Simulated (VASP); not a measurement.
# W (Pm-3n) in VASP: single point with PBEsol+D3(BJ)

Aim: the single point of W with PBEsol+D3(BJ).

All numbers are computed with VASP 6.6.1; they aren't measurements. Logs are shortened: lines on timing, memory, paths and dates and some standing lists are left out, and cuts for length are marked.

## Step 1: The cell of the first run

It takes space group Pm-3n (No. 223, cubic). The conventional cell has a = 4.992 Å, b = 4.992 Å, c = 4.992 Å, α = 90.00°, β = 90.00°, γ = 90.00°. Within 3.7 Å of W (site symmetry m-3) lie 12 W at 2.79 Å. W (site symmetry -4m2) has 14 W at 2.50 to 3.06 Å within 3.3 Å.

## Step 2: Single point, PBEsol+D3(BJ)

INCAR

```
SYSTEM = W
PREC = Accurate
ENCUT = 520
EDIFF = 1E-7
ISMEAR = 0
SIGMA = 0.05
LREAL = .False.
LASPH = .True.
NELM = 100
ALGO = Normal
ISIF = 2
LWAVE = .False.
LCHARG = .False.
GGA = PS
IVDW = 12
NBANDS = 66
```

KPOINTS

```
Automatic mesh
0
Gamma
  5 5 5
  0 0 0
```

POSCAR

```
W
1.0
    4.9918949666      0.0000000000      0.0000000000
    0.0000000000      4.9918949666      0.0000000000
    0.0000000000      0.0000000000      4.9918949666
W
8
Direct
    0.0000000000      0.0000000000      0.0000000000
    0.5000000000      0.5000000000      0.5000000000
    0.0000000000      0.5000000000      0.2500000000
    0.0000000000      0.5000000000      0.7500000000
    0.2500000000      0.0000000000      0.5000000000
    0.7500000000      0.0000000000      0.5000000000
    0.5000000000      0.7500000000      0.0000000000
    0.5000000000      0.2500000000      0.0000000000
```

Potentials or basis: VASP PAW PBE potentials, release 64 (W_sv).

Run with:

```sh
$ cat potpaw_PBE.64/W_sv/POTCAR > POTCAR
$ mpirun -np 1 vasp_std > vasp.out
```

OUTCAR:

```text
SYSTEM = W
   PREC = Accurate
   ENCUT = 520
   EDIFF = 1E-7
   ISMEAR = 0
   LREAL = .False.
   LASPH = .True.
   NELM = 100
   ISIF = 2
   GGA = PS
   IVDW = 12
 IVDW          = 12

 ion  position               nearest neighbor table
   1  0.000  0.000  0.000-   3 2.79   4 2.79   5 2.79   6 2.79   7 2.79   8 2.79   5 2.79   6 2.79
                             3 2.79   4 2.79   7 2.79   8 2.79
   2  0.500  0.500  0.500-   3 2.79   4 2.79   5 2.79   6 2.79   7 2.79   8 2.79   7 2.79   8 2.79
                             5 2.79   6 2.79   3 2.79   4 2.79
   3  0.000  0.500  0.250-   4 2.50   4 2.50   1 2.79   2 2.79   1 2.79   2 2.79   8 3.06   5 3.06
                             6 3.06   5 3.06   6 3.06   7 3.06   7 3.06   8 3.06
   4  0.000  0.500  0.750-   3 2.50   3 2.50   1 2.79   2 2.79   1 2.79   2 2.79   8 3.06   5 3.06
                             6 3.06   5 3.06   6 3.06   7 3.06   7 3.06   8 3.06
   5  0.250  0.000  0.500-   6 2.50   6 2.50   1 2.79   1 2.79   2 2.79   2 2.79   8 3.06   4 3.06
                             7 3.06   8 3.06   3 3.06   3 3.06   4 3.06   7 3.06
   6  0.750  0.000  0.500-   5 2.50   5 2.50   1 2.79   1 2.79   2 2.79   2 2.79   8 3.06   4 3.06
                             7 3.06   8 3.06   3 3.06   3 3.06   4 3.06   7 3.06
   7  0.500  0.750  0.000-   8 2.50   8 2.50   1 2.79   2 2.79   2 2.79   1 2.79   3 3.06   4 3.06
                             5 3.06   6 3.06   5 3.06   6 3.06   3 3.06   4 3.06
   8  0.500  0.250  0.000-   7 2.50   7 2.50   1 2.79   2 2.79   2 2.79   1 2.79   3 3.06   4 3.06
                             5 3.06   6 3.06   5 3.06   6 3.06   3 3.06   4 3.06

  LATTYP: Found a simple cubic cell.
 ALAT       =     4.9918949666

  Lattice vectors:

 A1 = (   4.9918949666,   0.0000000000,   0.0000000000)
 A2 = (   0.0000000000,   4.9918949666,   0.0000000000)
 A3 = (   0.0000000000,   0.0000000000,   4.9918949666)

Analysis of symmetry for initial positions (statically):
=====================================================================
 Subroutine PRICEL returns:
 Original cell was already a primitive cell.

 Routine SETGRP: Setting up the symmetry group for a
 simple cubic supercell.

 Subroutine GETGRP returns: Found 48 space group operations
 (whereof 24 operations were pure point group operations)
 out of a pool of 48 trial point group operations.

The static configuration has the point symmetry T_h .
 The point group associated with its full space group is O_h .

Analysis of symmetry for dynamics (positions and initial velocities):
=====================================================================
 Subroutine PRICEL returns:
 Original cell was already a primitive cell.

 Routine SETGRP: Setting up the symmetry group for a
 simple cubic supercell.

 Subroutine GETGRP returns: Found 48 space group operations
 (whereof 24 operations were pure point group operations)
 out of a pool of 48 trial point group operations.

The dynamic configuration has the point symmetry T_h .
 The point group associated with its full space group is O_h .

 Subroutine INISYM returns: Found 48 space group operations
 (whereof 24 operations are pure point group operations),
 and found     1 'primitive' translations

----------------------------------------------------------------------------------------

                                     Primitive cell

  volume of cell :     124.3931

  direct lattice vectors                    reciprocal lattice vectors
     4.991894967  0.000000000  0.000000000     0.200324728  0.000000000  0.000000000
     0.000000000  4.991894967  0.000000000     0.000000000  0.200324728  0.000000000
     0.000000000  0.000000000  4.991894967     0.000000000  0.000000000  0.200324728

  length of vectors
     4.991894967  4.991894967  4.991894967     0.200324728  0.200324728  0.200324728

  position of ions in fractional coordinates (direct lattice)
     0.000000000  0.000000000  0.000000000
     0.500000000  0.500000000  0.500000000
     0.000000000  0.500000000  0.250000000
     0.000000000  0.500000000  0.750000000
     0.250000000  0.000000000  0.500000000
     0.750000000  0.000000000  0.500000000
     0.500000000  0.750000000  0.000000000
     0.500000000  0.250000000  0.000000000

  ion indices of the primitive-cell ions
   primitive index   ion index
                 1           1
                 2           2
                 3           3
                 4           4
                 5           5
                 6           6
                 7           7
                 8           8

----------------------------------------------------------------------------------------

 KPOINTS: Automatic mesh

Automatic generation of k-mesh.
 Grid dimensions read from file:
 generate k-points for:    5    5    5

 Generating k-lattice:

  Cartesian coordinates                     Fractional coordinates (reciprocal lattice)
     0.040064946  0.000000000  0.000000000     0.200000000  0.000000000  0.000000000
     0.000000000  0.040064946  0.000000000     0.000000000  0.200000000  0.000000000
     0.000000000  0.000000000  0.040064946     0.000000000  0.000000000  0.200000000

  Length of vectors
     0.040064946  0.040064946  0.040064946

  Shift w.r.t. Gamma in fractional coordinates (k-lattice)
     0.000000000  0.000000000  0.000000000

 Subroutine IBZKPT returns following result:
 ===========================================

 Found     10 irreducible k-points:

 Following reciprocal coordinates:
            Coordinates               Weight
  0.000000  0.000000  0.000000      1.000000
  0.200000  0.000000  0.000000      6.000000
  0.400000  0.000000  0.000000      6.000000
  0.200000  0.200000  0.000000     12.000000
  0.400000  0.200000  0.000000     24.000000
  0.400000  0.400000  0.000000     12.000000
  0.200000  0.200000  0.200000      8.000000
  0.400000  0.200000  0.200000     24.000000
  0.400000  0.400000  0.200000     24.000000
  0.400000  0.400000  0.400000      8.000000
   k-points           NKPTS =     10   k-points in BZ     NKDIM =     10   number of bands    NBANDS=     66
   number of dos      NEDOS =    301   number of ions     NIONS =      8
   total plane-waves  NPLWV =  64000
   dimension x,y,z NGX =    40 NGY =   40 NGZ =   40
   dimension x,y,z NGXF=    80 NGYF=   80 NGZF=   80
   ions per type =               8
   NGX,Y,Z   is equivalent  to a cutoff of  13.32, 13.32, 13.32 a.u.
   NGXF,Y,Z  is equivalent  to a cutoff of  26.64, 26.64, 26.64 a.u.
 SYSTEM =  W
   PREC   = accura    normal or accurate (medium, high low for compatibility)
   ISTART =      0    job   : 0-new  1-cont  2-samecut
   ICHARG =      2    charge: 1-file 2-atom 10-const
   ISPIN  =      1    spin polarized calculation?
   LNONCOLLINEAR =      F non collinear calculations
   LSORBIT =      F    spin-orbit coupling
   LASPH  =      T    aspherical Exc in radial PAW
   ENCUT  =  520.0 eV  38.22 Ry    6.18 a.u.   9.28  9.28  9.28*2*pi/ulx,y,z
   NELM   =    100;   NELMIN=  2; NELMDL= -5     # of ELM steps
   EDIFF  = 0.1E-06   stopping-criterion for ELM
   LREAL  =      F    real-space projection
   EDIFFG = 0.1E-05   stopping-criterion for IOM
   NSW    =      0    number of steps for IOM
   IBRION =     -1    ionic relax: 0-MD 1-quasi-New 2-CG
   NFREE  =      0    steps in history (QN), initial steepest desc. (CG)
   ISIF   =      2    stress and relaxation
   ISYM   =      2    0-nonsym 1-usesym 2-fastsym
   POTIM  = 0.5000    time-step for ionic-motion
   TEBEG  =    0.0;   TEEND  =   0.0 temperature during run
   PSTRESS=    0.0 pullay stress
   NELECT =     112.0000    total number of electrons
   NUPDOWN=      -1.0000    fix difference up-down
   EMIN   =  10.00;   EMAX   =-10.00  energy-range for DOS
   EFERMI =   0.00;   METHOD = LEGACY
   ISMEAR =     0;   SIGMA  =   0.05  broadening in eV -4-tet -1-fermi 0-gaus
   EFERMI_NEDOS =   21; number of points for ismear=-14 and -15
   IALGO  =     38    algorithm
   IMIX   =      4    mixing-type and parameters
     AMIX     =   0.40;   BMIX     =  1.00
     AMIX_MAG =   1.60;   BMIX_MAG =  1.00
  volume/ion in A,a.u.               =      15.55       104.93
  Fermi-wavevector in a.u.,A,eV,Ry     =   1.580819  2.987314 34.000793  2.498988
  Thomas-Fermi vector in A             =   2.680988
   LORBIT       =      0    0 simple, 1 ext, 2 COOP (PROOUT), +10 PAW based schemes
   GGA     = PS    functional components
   LHFCALC =     F    Hartree Fock is set to
   AEXX    =    0.0000 exact exchange contribution
   IVDW    =    12    specifies the selected vdW correction
   LEPSILON=     F    determine dielectric tensor
   LRPA    =     F    only Hartree local field effects (RPA)
 non-spin polarized calculation
 Gauss-broadening in eV      SIGMA  =   0.05
  energy-cutoff  :      520.00
  volume of cell :      124.39
 maximum number of plane-waves:      3407
 NGX is ok and might be reduce to    40
   NGX = 19   NGY = 19   NGZ = 19

 number of electron     111.9999977 magnetization

 Free energy of the ion-electron system (eV)
  ---------------------------------------------------
  ext. energy  EPLUGINS =         0.00000000
  ---------------------------------------------------
  free energy    TOTEN  =      -109.58766600 eV

  energy without entropy =     -109.58452256  energy(sigma->0) =     -109.58609428

 E-fermi :  11.3286     XC(G=0): -13.8543

 val. band max:       11.3202480240   @ k =   0.4000   0.0000   0.0000
 cond. band min:      11.3901984562   @ k =   0.4000   0.2000   0.0000
 fundamental gap:      0.0699504322
 Fermi energy:        11.3285740035

 k-point     1 :       0.0000    0.0000    0.0000
  band No.  band energies     occupation
      1     -62.6098      2.00000
      2     -62.5517      2.00000
      3     -62.5517      2.00000
      4     -62.3868      2.00000
      5     -62.3868      2.00000
      6     -62.3868      2.00000
[... 58 lines left out ...]
     65      13.2305      0.00000
     66      14.4356      0.00000

 k-point     2 :       0.2000    0.0000    0.0000
  band No.  band energies     occupation
      1     -62.6002      2.00000
      2     -62.5549      2.00000
      3     -62.5397      2.00000
      4     -62.4047      2.00000
      5     -62.3868      2.00000
      6     -62.3868      2.00000
[... 610 lines left out ...]
     65      14.0438      0.00000
     66      14.0564      0.00000

------------------------ aborting loop because EDIFF is reached ----------------------------------------

 Edisp (eV)   -6.06499

 E8    (eV) :    -4.4465

  FORCE on cell =-STRESS in cart. coord.  units (eV):
  Direction    XX          YY          ZZ          XY          YZ          ZX
  --------------------------------------------------------------------------------------
  -------------------------------------------------------------------------------------
  Total       0.67468     0.67468     0.67468    -0.00000     0.00000    -0.00000
  in kB       8.68984     8.68984     8.68984    -0.00000     0.00000    -0.00000
  external pressure =        8.69 kB  Pullay stress =        0.00 kB

 VOLUME and BASIS-vectors are now :
 -----------------------------------------------------------------------------
  energy-cutoff  :      520.00
  volume of cell :      124.39
      direct lattice vectors                 reciprocal lattice vectors
     4.991894967  0.000000000  0.000000000     0.200324728  0.000000000  0.000000000
     0.000000000  4.991894967  0.000000000     0.000000000  0.200324728  0.000000000
     0.000000000  0.000000000  4.991894967     0.000000000  0.000000000  0.200324728

 POSITION                                       TOTAL-FORCE (eV/Angst)
 -----------------------------------------------------------------------------------
      0.00000      0.00000      0.00000         0.000000     -0.000000      0.000000
      2.49595      2.49595      2.49595         0.000000     -0.000000      0.000000
      0.00000      2.49595      1.24797        -0.000000      0.000000      0.000000
      0.00000      2.49595      3.74392         0.000000      0.000000     -0.000000
      1.24797      0.00000      2.49595        -0.000000     -0.000000      0.000000
      3.74392      0.00000      2.49595         0.000000     -0.000000     -0.000000
      2.49595      3.74392      0.00000        -0.000000      0.000000     -0.000000
      2.49595      1.24797      0.00000         0.000000     -0.000000     -0.000000
 -----------------------------------------------------------------------------------
    total drift:                               -0.000000     -0.000000      0.000000

  FREE ENERGIE OF THE ION-ELECTRON SYSTEM (eV)
  ---------------------------------------------------
  free  energy   TOTEN  =      -115.6526591379 eV

  energy  without entropy=     -115.6495157001  energy(sigma->0) =     -115.65108742
```

Wall time 85 s (1 thread of Intel Xeon Platinum 8488C (Sapphire Rapids), shared host); peak memory 0.26 GiB.

What came out:

- Free energy: -115.6527 eV
- Pressure: 0.9 GPa
- Band gap on the k mesh: zero (band 56 reaches 11.40 eV, above the bottom of band 57 at 10.79 eV)
- Dispersion energy per atom: -0.758 eV

Levels at points of the mesh, in eV from the Fermi level:
```
           k point  band 53  band 54  band 55  band 56  band 57  band 58  band 59  band 60
(0.00, 0.00, 0.00)    -1.56    -1.56    -0.54    -0.54    -0.54     1.69     1.69     1.69
```

Caveat: the PAW data sets were made with another functional, which shifts forces and pressure a little; spin-orbit coupling is left out, which moves the levels of the heavy elements; pairwise dispersion overbinds metals, which lowers pressure and volume.
